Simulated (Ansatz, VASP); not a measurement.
## Two plane-wave programs on Al3Si

```
Al Si
1.0
    -2.02215   -2.02198    0.00000
     4.04431   -4.04395    0.00000
     0.00000    0.00000    7.77076
Al Si
6 2
Direct
  0.50000 0.25000 0.75806
  0.50000 0.75000 0.75806
  0.00000 0.00000 0.50000
  0.00000 0.50000 0.50000
  0.50000 0.25000 0.24194
  0.50000 0.75000 0.24194
  0.00000 0.50000 0.00000
  0.00000 0.00000 0.00000
```

Alike in both runs: task single point; functional PBE; k mesh 8 × 4 × 4; occupations gaussian, width 0.2 eV; no spin polarisation.

```csv
,VASP,Ansatz
version,VASP 6.6.1,Ansatz 0.2.0
potentials or method,"VASP PAW PBE potentials, release 64 (Al, Si), cutoff 520 eV","scalar-relativistic, plane waves, PAW"
valence electrons in the cell,26,26
```

|  | VASP | Ansatz | Ansatz less VASP |
| --- | --- | --- | --- |
| gap on the k mesh at the Fermi level (eV) | none | none | - |
| pressure (GPa) | 0.2 | 0.2 | +0.05 |
| traceless stress, the component that is largest in VASP (GPa) | -3.33 | -3.33 | +0.005 |

A gap of «none» marks a metal or a gap that the smearing closes. The functional is the same, so the differences come from potentials, cutoffs and numerics.
